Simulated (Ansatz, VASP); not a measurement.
# PbF2: VASP beside Ansatz

The input INCAR:

```
SYSTEM = PbF2
PREC = Accurate ; ENCUT = 600
EDIFF = 1E-6 ; ISMEAR = -1
SIGMA = 0.05 ; LREAL = .FALSE.
LASPH = .TRUE. ; NELM = 120
ALGO = Normal ; ISIF = 2
LWAVE = .FALSE. ; LCHARG = .FALSE.
NBANDS = 21 ; GGA_COMPAT = .FALSE.
```

Contents of KPOINTS:

```
regular mesh
0
G
  8 8 8
  0 0 0
```

Contents of POSCAR:

```
PbF2
1.0
    0.0000000000      2.9236056305      2.9236056305
    2.9236056305      0.0000000000      2.9236056305
    2.9236056305      2.9236056305      0.0000000000
Pb F
1 2
Direct
    0.0000000000      0.0000000000      0.0000000000
    0.7500000000      0.7500000000      0.7500000000
    0.2500000000      0.2500000000      0.2500000000
```

Contents of input.yaml:

```yaml
crystal:
  lattice:
    - [0.0, 2.9236056305, 2.9236056305]
    - [2.9236056305, 0.0, 2.9236056305]
    - [2.9236056305, 2.9236056305, 0.0]
  atoms:
    - { symbol: Pb, position: [0.0, 0.0, 0.0] }
    - { symbol: F, position: [0.75, 0.75, 0.75] }
    - { symbol: F, position: [0.25, 0.25, 0.25] }
hamiltonian:
  xc: lda
  pseudopotentials: { kind: paw }
kpoints:
  mp_grid: { grid: [8, 8, 8] }
scf:
  occupations: { method: fermi_dirac, width: 0.05 }
output:
  forces: true
  stress: true
  eigenvalues: true
  write_density: true
  write_potential: true
  elf: true
  volumetric_format: npy
```

Alike in both runs: task single point; functional LDA; k mesh 8 × 8 × 8; occupations fermi-dirac, width 0.05 eV; no spin polarisation.

```csv
,VASP,Ansatz
version,VASP 6.6.1,Ansatz 0.2.0
potentials or method,"VASP PAW LDA potentials, release 64 (Pb_d, F)",Ansatz PAW
plane-wave cutoff (eV),600,420
valence electrons in the cell,28,28
```

|  | VASP | Ansatz | Ansatz less VASP |
| --- | --- | --- | --- |
| gap on the k mesh at the Fermi level (eV) | 4.21 | 4.25 | +0.044 |
| least direct gap on the mesh (eV) | 4.37 | 4.42 | +0.043 |
| pressure (GPa) | -1.6 | -1.6 | +0.05 |

LDA's correlation is that of Perdew and Zunger in VASP and of Perdew and Wang (1992) in Ansatz.

Spin-orbit coupling is off throughout.
